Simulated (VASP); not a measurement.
Set up this calculation in VASP 6.6.1, as the native input.

| Item | Value |
| --- | --- |
| Task | single point |
| Functional | PBE |
| Dispersion | D3(BJ) |
| Potentials or basis | VASP PAW PBE potentials, release 64 (Hf_pv, Se, S) |
| Cutoff | 520 eV |
| k mesh | 1 × 1 × 1, shifted |
| Occupations | fermi-dirac, width 0.0758 eV |
| Spin | no spin polarisation |
| Dipole correction | no |
| Further INCAR settings | LREAL = Auto; ALGO = Normal; EDIFF = 1e-07; NBANDS = 70; ISYM = 0 |

The structure of Hf2Se3S3 lies in POSCAR:

```
Hf2Se3S3
1.0
    7.3673110000     -0.0439010000     -0.0180960000
   -0.0439010000      7.5102110000     -0.0415870000
   -0.0180960000     -0.0415870000      7.3739650000
Hf Se S
4 6 6
Direct
    0.0451884446      0.6342042480      0.9817707817
    0.4834207828      0.7112482904      0.5331973592
    0.4403812240      0.8487822419      0.0134309623
    0.8763039705      0.2390972488      0.2236556498
    0.6175777284      0.1630327513      0.9576089295
    0.1181340442      0.2930852637     -0.0237341389
    0.6098623416      0.9618204543      0.3320987144
    0.7508900468      0.7798764822      0.7994111485
    0.4924329836      0.3968400690      0.3860665809
   -0.0054239508      0.1609762312      0.5513400683
    0.2824973058      0.6416659434      0.2506483327
    0.2369720087      0.8488691638      0.7699094269
    0.5178049380      0.5268292050      0.8444787091
    0.2552367294      0.3275778125      0.5978873974
    0.7978347205      0.5474530625      0.2075473029
    0.1021481717      0.9108717691      0.1956325935
```

The input as run:

INCAR

```
PREC = Accurate
ENCUT = 520
EDIFF = 1E-7
ISMEAR = -1
SIGMA = 0.0758
LREAL = Auto
LASPH = True
NELM = 80
ALGO = Normal
ISIF = 2
LWAVE = False
LCHARG = False
GGA = PE
IVDW = 12
NBANDS = 70
ISYM = 0
```

KPOINTS

```
Automatic mesh
0
Gamma
  1 1 1
  0.25 0.25 0.25
```

Potentials or basis: VASP PAW PBE potentials, release 64 (Hf_pv, Se, S).

Command:

```sh
$ cat potpaw_PBE.64/Hf_pv/POTCAR potpaw_PBE.64/Se/POTCAR potpaw_PBE.64/S/POTCAR > POTCAR
$ mpirun -np 1 vasp_std > vasp.out
```

It gave:

```json
{
 "Pressure": "-3.9 GPa",
 "Largest force": "1.835 eV/Å",
 "Band gap on the k mesh": "0.43 eV",
 "Dispersion energy per atom": "-0.311 eV"
}
```

Caveat: the k points lie up to 0.85 Å⁻¹ apart; spin-orbit coupling is left out, which moves the levels of the heavy elements.

Wall time 46 s on 1 thread of Intel(R) Xeon(R) 6975P-C (Granite Rapids), on a shared host, peak memory 0.4 GiB.
